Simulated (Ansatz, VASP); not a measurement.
# ZrS2: VASP beside Ansatz

```xyz
3
Lattice="3.6914 0.0000 0.0000 -1.8457 3.1968 0.0000 0.0000 0.0000 6.0411" Properties=species:S:1:pos:R:3 pbc="T T T"
Zr    0.0000    0.0000    0.0000
S     1.8457    1.0656    4.6038
S     0.0000    2.1312    1.4372
```

Alike in both runs: task single point; functional PBE; k mesh 2 × 2 × 1; no spin polarisation.

|  | VASP | Ansatz |
| --- | --- | --- |
| version | VASP 6.6.1 | Ansatz 0.2.0 |
| potentials or method | VASP PAW PBE potentials, release 64 (Zr_sv, S), cutoff 500 eV | plane waves, PAW |
| occupations | gaussian, width 0.01 eV | fixed |
| valence electrons in the cell | 24 | 24 |

```csv
,VASP,Ansatz,Ansatz less VASP
gap on the k mesh at the Fermi level (eV),1.00,1.00,+0.004
```

The k mesh is coarse, so the values compare programs but aren't converged.
